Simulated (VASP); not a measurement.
# MnO2 (P6_3/mmc) in VASP: further runs, part 2 of 2

VASP 6.6.1. Earlier steps stand in the parts before.

## Step 3: Single point, LDA, collinear spin, ferromagnetic start

This run uses another cell than the first one, of 11.04 Å³/atom.

The input, INCAR:

```
PREC = Accurate
ENCUT = 700
EDIFF = 1E-6
ISMEAR = -1
SIGMA = 0.05
LREAL = False
LASPH = True
NELM = 200
ALGO = Normal
ISIF = 2
LWAVE = False
LCHARG = False
ISPIN = 2
MAGMOM = 4 4 0 0 0 0
LORBIT = 11
LMAXMIX = 4
NBANDS = 40
GGA_COMPAT = False
```

The input, KPOINTS:

```
regular mesh
0
Gamma
  11 11 3
```

The input, POSCAR:

```
MnO2
1.0
    2.8112087401      0.0000000000      0.0000000000
   -1.4056043700      2.4345781843      0.0000000000
    0.0000000000      0.0000000000      9.6803262014
Mn O
2 4
Direct
    0.0000000000      0.0000000000      0.5000000000
    0.0000000000      0.0000000000      0.0000000000
    0.6666666667      0.3333333333      0.4028305714
    0.6666666667      0.3333333333      0.0971694286
    0.3333333333      0.6666666667      0.5971694286
    0.3333333333      0.6666666667      0.9028305714
```

Potentials or basis: VASP PAW LDA potentials, release 64 (Mn_sv, O).

The run is started by

```sh
$ cat potpaw_LDA.64/Mn_sv/POTCAR potpaw_LDA.64/O/POTCAR > POTCAR
$ mpirun -np 1 vasp_std > vasp.out
```

OUTCAR:

```text
PREC = Accurate
   ENCUT = 700
   EDIFF = 1E-6
   ISMEAR = -1
   LREAL = False
   LASPH = True
   NELM = 200
   ISIF = 2
   ISPIN = 2
   LORBIT = 11

 ion  position               nearest neighbor table
   1  0.000  0.000  0.500-   3 1.88   5 1.88   3 1.88   5 1.88   3 1.88   5 1.88
   2  0.000  0.000  0.000-   4 1.88   6 1.88   4 1.88   6 1.88   4 1.88   6 1.88
   3  0.667  0.333  0.403-   1 1.88   1 1.88   1 1.88
   4  0.667  0.333  0.097-   2 1.88   2 1.88   2 1.88
   5  0.333  0.667  0.597-   1 1.88   1 1.88   1 1.88
   6  0.333  0.667  0.903-   2 1.88   2 1.88   2 1.88

  LATTYP: Found a hexagonal cell.
 ALAT       =     2.8112087401
 C/A-ratio  =     3.4434747101

  Lattice vectors:

 A1 = (   2.8112087401,   0.0000000000,   0.0000000000)
 A2 = (  -1.4056043700,   2.4345781843,   0.0000000000)
 A3 = (   0.0000000000,   0.0000000000,   9.6803262014)

Analysis of symmetry for initial positions (statically):
=====================================================================
 Subroutine PRICEL returns:
 Original cell was already a primitive cell.

 Routine SETGRP: Setting up the symmetry group for a
 hexagonal supercell.

 Subroutine GETGRP returns: Found 24 space group operations
 (whereof 12 operations were pure point group operations)
 out of a pool of 24 trial point group operations.

The static configuration has the point symmetry D_3d.
 The point group associated with its full space group is D_6h.

Analysis of symmetry for dynamics (positions and initial velocities):
=====================================================================
 Subroutine PRICEL returns:
 Original cell was already a primitive cell.

 Routine SETGRP: Setting up the symmetry group for a
 hexagonal supercell.

 Subroutine GETGRP returns: Found 24 space group operations
 (whereof 12 operations were pure point group operations)
 out of a pool of 24 trial point group operations.

The dynamic configuration has the point symmetry D_3d.
 The point group associated with its full space group is D_6h.

Analysis of structural, dynamic, and magnetic symmetry:
=====================================================================
 Subroutine PRICEL returns:
 Original cell was already a primitive cell.

 Routine SETGRP: Setting up the symmetry group for a
 hexagonal supercell.

 Subroutine GETGRP returns: Found 24 space group operations
 (whereof 12 operations were pure point group operations)
 out of a pool of 24 trial point group operations.

The overall configuration has the point symmetry D_3d.
 The point group associated with its full space group is D_6h.

 Subroutine INISYM returns: Found 24 space group operations
 (whereof 12 operations are pure point group operations),
 and found     1 'primitive' translations

----------------------------------------------------------------------------------------

                                     Primitive cell

  volume of cell :      66.2532

  direct lattice vectors                    reciprocal lattice vectors
     2.811208740  0.000000000  0.000000000     0.355718871  0.205374386  0.000000000
    -1.405604370  2.434578184  0.000000000     0.000000000  0.410748772  0.000000000
[... 95 lines left out ...]
   EDIFFG = 0.1E-04   stopping-criterion for IOM
   NSW    =      0    number of steps for IOM
   IBRION =     -1    ionic relax: 0-MD 1-quasi-New 2-CG
   NFREE  =      0    steps in history (QN), initial steepest desc. (CG)
   ISIF   =      2    stress and relaxation
   ISYM   =      2    0-nonsym 1-usesym 2-fastsym
   POTIM  = 0.5000    time-step for ionic-motion
   TEBEG  =    0.0;   TEEND  =   0.0 temperature during run
   PSTRESS=    0.0 pullay stress
   NELECT =      54.0000    total number of electrons
   NUPDOWN=      -1.0000    fix difference up-down
   EMIN   =  10.00;   EMAX   =-10.00  energy-range for DOS
   EFERMI =   0.00;   METHOD = LEGACY
   ISMEAR =    -1;   SIGMA  =   0.05  broadening in eV -4-tet -1-fermi 0-gaus
   EFERMI_NEDOS =   21; number of points for ismear=-14 and -15
   IALGO  =     38    algorithm
   IMIX   =      4    mixing-type and parameters
     AMIX     =   0.40;   BMIX     =  1.00
     AMIX_MAG =   1.60;   BMIX_MAG =  1.00
  volume/ion in A,a.u.               =      11.04        74.52
  Fermi-wavevector in a.u.,A,eV,Ry     =   1.529222  2.889810 31.817487  2.338519
  Thomas-Fermi vector in A             =   2.636873
   LORBIT       =     11    0 simple, 1 ext, 2 COOP (PROOUT), +10 PAW based schemes
   GGA     = CA    functional components
   LHFCALC =     F    Hartree Fock is set to
   AEXX    =    0.0000 exact exchange contribution
   IVDW    =     0    specifies the selected vdW correction
   LEPSILON=     F    determine dielectric tensor
   LRPA    =     F    only Hartree local field effects (RPA)
 spin polarized calculation
  energy-cutoff  :      700.00
  volume of cell :       66.25
 maximum number of plane-waves:      2823
   NGX = 13   NGY = 13   NGZ = 41

 number of electron      53.9999995 magnetization       5.9884284

 Free energy of the ion-electron system (eV)
  ---------------------------------------------------
  ext. energy  EPLUGINS =         0.00000000
  ---------------------------------------------------
  free energy    TOTEN  =       -52.56923628 eV

  energy without entropy =      -52.56709132  energy(sigma->0) =      -52.56816380

 E-fermi :   4.2568     XC(G=0): -11.2165

 val. band max:        4.1569193204   @ k =   0.0909   0.0000   0.0000
 cond. band min:       4.3361394391   @ k =   0.0000   0.0000   0.0000
 fundamental gap:      0.1792201187
 Fermi energy:         4.2567995539

 spin component 1

 k-point     1 :       0.0000    0.0000    0.0000
  band No.  band energies     occupation
      1     -76.6754      1.00000
      2     -76.6754      1.00000
      3     -45.8193      1.00000
      4     -45.8193      1.00000
      5     -45.8193      1.00000
      6     -45.8193      1.00000
[... 997 lines left out ...]
     38      16.3234      0.00000
     39      18.2323      0.00000

 [... further k-points ...]

 spin component 2

 k-point     1 :       0.0000    0.0000    0.0000
  band No.  band energies     occupation
      1     -73.7967      1.00000
      2     -73.7967      1.00000
      3     -43.0718      1.00000
      4     -43.0718      1.00000
      5     -43.0718      1.00000
      6     -43.0718      1.00000
[... 997 lines left out ...]
     38      16.7700      0.00000
     39      18.6912      0.00000

 [... further k-points ...]

 [bands above 39 left out]

------------------------ aborting loop because EDIFF is reached ----------------------------------------

  FORCE on cell =-STRESS in cart. coord.  units (eV):
  Direction    XX          YY          ZZ          XY          YZ          ZX
  --------------------------------------------------------------------------------------
  -------------------------------------------------------------------------------------
  Total        0.0494270      0.0494270     -0.1231227      0.0000000      0.0000000     -0.0000000
  in kB        1.1952759      1.1952759     -2.9774317      0.0000000      0.0000000     -0.0000000
  external PRESSURE =      -0.1956266 kB  Pullay stress =       0.0000000 kB

 VOLUME and BASIS-vectors are now :
 -----------------------------------------------------------------------------
  energy-cutoff  :      700.00
  volume of cell :       66.25
      direct lattice vectors                 reciprocal lattice vectors
     2.811208740  0.000000000  0.000000000     0.355718871  0.205374386  0.000000000
    -1.405604370  2.434578184  0.000000000     0.000000000  0.410748772  0.000000000
     0.000000000  0.000000000  9.680326201     0.000000000  0.000000000  0.103302304

 POSITION                                       TOTAL-FORCE (eV/Angst)
 -----------------------------------------------------------------------------------
      0.00000      0.00000      4.84016         0.000000     -0.000000      0.000000
      0.00000      0.00000      0.00000         0.000000     -0.000000      0.000000
      1.40560      0.81153      3.89953        -0.000000      0.000000     -0.028145
      1.40560      0.81153      0.94063        -0.000000     -0.000000      0.028145
     -0.00000      1.62305      5.78079         0.000000     -0.000000      0.028145
     -0.00000      1.62305      8.73969        -0.000000      0.000000     -0.028145
 -----------------------------------------------------------------------------------
    total drift:                                0.000000     -0.000000      0.000000

  FREE ENERGIE OF THE ION-ELECTRON SYSTEM (eV)
  ---------------------------------------------------
  free  energy   TOTEN  =       -52.5692362845 eV

  energy  without entropy=      -52.5670913225  energy(sigma->0) =      -52.56816380

 total charge

# of ion       s       p       d       tot
------------------------------------------
    1        2.217   6.125   4.515  12.858
    2        2.217   6.125   4.515  12.858
    3        1.567   3.422   0.000   4.989
    4        1.567   3.422   0.000   4.989
    5        1.567   3.422   0.000   4.989
    6        1.567   3.422   0.000   4.989
--------------------------------------------------
tot         10.704  25.938   9.030  45.672

 magnetization (x)

# of ion       s       p       d       tot
------------------------------------------
    1        0.021   0.017   2.597   2.635
    2        0.021   0.017   2.597   2.635
    3        0.004   0.075   0.000   0.080
    4        0.004   0.075   0.000   0.080
    5        0.004   0.075   0.000   0.080
    6        0.004   0.075   0.000   0.080
--------------------------------------------------
tot          0.060   0.335   5.194   5.588
```

It took 8 min on 1 thread of AMD EPYC 7R43 (Zen 3), shared host; peak memory 0.27 GiB.

What came out:

| Item | Value |
| --- | --- |
| Free energy | -52.5692 eV |
| Pressure | 0.0 GPa |
| Largest force | 0.028 eV/Å |
| Band gap on the k mesh | 0.18 eV (least direct gap 0.20 eV) |
| Net moment | 5.99 μB per cell |
| Site moments | Mn +2.63; O +0.08 μB |
| Valence electrons inside the program's atomic spheres | Mn 12.86; O 4.99 |

Forces in eV/Å, atoms in the order of the input:
```
Mn   0.000  0.000  0.000
Mn   0.000  0.000  0.000
O    0.000  0.000 -0.028
O    0.000  0.000  0.028
O    0.000  0.000  0.028
O    0.000  0.000 -0.028
```

Stress tensor (GPa, compression positive):
```
 0.12  0.00  0.00
 0.00  0.12  0.00
 0.00  0.00 -0.30
```

Levels at points of the mesh, in eV from the valence-band top:
Spin up:
```csv
k point,band 26,band 27,band 28,band 29,band 30,band 31,band 32,band 33,band 34,band 35
"(0.00, 0.00, 0.00)",-1.85,-1.85,-1.82,-0.38,-0.02,2.76,2.76,2.81,2.81,6.63
```
Spin down:
| k point | band 22 | band 23 | band 24 | band 25 | band 26 | band 27 |
| --- | --- | --- | --- | --- | --- | --- |
| (0.00, 0.00, 0.00) | -1.67 | -1.67 | -1.59 | 0.18 | 0.18 | 0.18 |

Caveat: the run started ferromagnetic, and an antiferromagnetic order may lie lower in energy. A k mesh can miss the band edges.
